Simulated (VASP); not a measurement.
Write the native input for VASP 6.6.1 that does the following.

```yaml
Task: single point
Functional: r2SCAN
Dispersion: D3(BJ)
Potentials_or_basis: VASP PAW PBE potentials, release 64 (O, H, C)
Cutoff: 580 eV
k_mesh: 1 × 1 × 1
Occupations: fermi-dirac, width 0.05 eV
Spin: no spin polarisation
Dipole_correction: no
Further_INCAR_settings: ALGO = Normal; EDIFF = 1e-06; NBANDS = 60
```

System: H20CO9.

```xyz
30
Lattice="6.5132 0.0000 0.0000 0.0000 6.5132 0.0000 0.0000 0.0000 6.5132" Properties=species:S:1:pos:R:3 pbc="T T T"
O     1.3705    0.6220    2.9083
O     6.8426    4.7519    3.7800
O     4.4864    3.9642    4.8662
O     1.9851    2.0211    5.8201
O     5.1169    1.1077    3.6995
O     3.7327    6.1469    6.0925
O     3.9147    5.9190    2.2185
O     4.1510    2.6180    1.2503
O     1.3118    3.8984    1.0398
H     0.6390    1.0164    2.5671
H     0.9750   -0.1685    3.3470
H     6.5162    4.0847    3.1432
H     6.3638    4.7759    4.6350
H     4.6340    3.2837    4.1703
H     3.4803    4.1979    5.0025
H     2.3629    2.5974    6.4692
H     2.4858    2.3757    4.9822
H     6.0078    1.5219    3.4337
H     4.8526    0.2299    3.2862
H     4.4235    6.4763    5.5372
H     3.1287    6.8312    6.0142
H     2.9814    6.1433    2.3855
H     4.0386    6.1937    1.3104
H     4.7247    3.3636    1.5584
H     4.2142    2.6892    0.3342
H    -0.3609    4.8750    0.2810
H     2.0780    4.1807    1.5122
H     0.8230    5.9250    0.9867
H     1.3417    5.4172   -0.3395
C     0.7185    4.9948    0.4541
```

These files were run (other wordings do the same):

POSCAR

```
H20CO9
1.0
    6.5131880000      0.0000000000      0.0000000000
    0.0000000000      6.5131880000      0.0000000000
    0.0000000000      0.0000000000      6.5131880000
O H C
9 20 1
Direct
    0.2104192294      0.0954985485      0.4465248047
    1.0505761541      0.7295812742      0.5803609538
    0.6888178262      0.6086420352      0.7471302840
    0.3047816215      0.3103088687      0.8935869808
    0.7856214192      0.1700703250      0.5680014150
    0.5730987652      0.9437621024      0.9354098177
    0.6010420703      0.9087715570      0.3406166074
    0.6373223067      0.4019536976      0.1919643652
    0.2014067458      0.5985394556      0.1596453227
    0.0981086374      0.1560526120      0.3941387843
    0.1496962778     -0.0258705875      0.5138804530
    1.0004624463      0.6271429598      0.4825900926
    0.9770637666      0.7332661056      0.7116330743
    0.7114795397      0.5041617101      0.6402855253
    0.5343466210      0.6445230815      0.7680570559
    0.3627870100      0.3987908840      0.9932463181
    0.3816564177      0.3647522534      0.7649403027
    0.9224054334      0.2336643745      0.5271919066
    0.7450422128      0.0352976146      0.5045455467
    0.6791604971      0.9943364141      0.8501520300
    0.4803638403      1.0488258592      0.9233880551
    0.4577481872      0.9432093777      0.3662568929
    0.6200650127      0.9509475237      0.2011917973
    0.7254051319      0.5164291281      0.2392683890
    0.6470256962      0.4128853643      0.0513112780
   -0.0554106530      0.7484813888      0.0431432349
    0.3190449899      0.6418822856      0.2321750885
    0.1263590119      0.9096927649      0.1514926331
    0.2059974317      0.8317278727     -0.0521250116
    0.1103146416      0.7668748392      0.0697200818
```

INCAR.step1

```
SYSTEM = H20CO9
PREC     = Accurate       ! precision mode
ENCUT    = 580            ! plane-wave cutoff, eV
ISMEAR   = -1             ! smearing method
SIGMA    = 0.05           ! smearing width, eV
LREAL    = .False.        ! projectors in reciprocal space
LASPH    = .True.         ! aspherical terms in the spheres
NELM     = 120            ! most SCF steps
NBANDS   = 60             ! bands
GGA      = PE             ! functional
ALGO     = Normal         ! electronic algorithm
EDIFF    = 1E-5           ! SCF threshold, eV
LWAVE    = .True.         ! write WAVECAR
LCHARG   = .False.        ! write CHGCAR
GGA_COMPAT= .False.
```

INCAR.step2

```
SYSTEM = H20CO9
PREC     = Accurate       ! precision mode
ENCUT    = 580            ! plane-wave cutoff, eV
EDIFF    = 1E-6           ! SCF threshold, eV
ISMEAR   = -1             ! smearing method
SIGMA    = 0.05           ! smearing width, eV
LREAL    = .False.        ! projectors in reciprocal space
LASPH    = .True.         ! aspherical terms in the spheres
NELM     = 120            ! most SCF steps
ALGO     = Normal         ! electronic algorithm
ISIF     = 2              ! what is computed and relaxed
LWAVE    = .False.        ! write WAVECAR
LCHARG   = .True.         ! write CHGCAR
METAGGA  = R2SCAN         ! meta-GGA
LMIXTAU  = .True.       
IVDW     = 12             ! dispersion correction
VDW_S6   = 1.0          
VDW_S8   = 0.78981345   
VDW_A1   = 0.49484001   
VDW_A2   = 5.73083694   
LELF     = .True.         ! ELF
LVHAR    = .True.       
NBANDS   = 60             ! bands
ISTART   = 1            
GGA_COMPAT= .False.
```

KPOINTS

```
Automatic mesh
0
Gamma
  1 1 1
  0 0 0
```

Potentials or basis: VASP PAW PBE potentials, release 64 (O, H, C).

Command:

```console
$ cat potpaw_PBE.64/O/POTCAR potpaw_PBE.64/H/POTCAR potpaw_PBE.64/C/POTCAR > POTCAR
$ cp INCAR.step1 INCAR
$ mpirun -np 1 vasp_gam > vasp.out
$ cp INCAR.step2 INCAR
$ mpirun -np 1 vasp_gam > vasp.out
```

Results of the run:

```json
{
  "Pressure": "1.4 GPa",
  "Largest force": "4.454 eV/Å",
  "Dispersion energy per atom": "-0.018 eV"
}
```

Caveat: the k points lie up to 0.96 Å⁻¹ apart; the PAW data sets were made with another functional, which shifts forces and pressure a little.

Run time: 5 min on 1 thread of Intel Xeon 8259CL (shared host), peak memory 0.42 GiB.
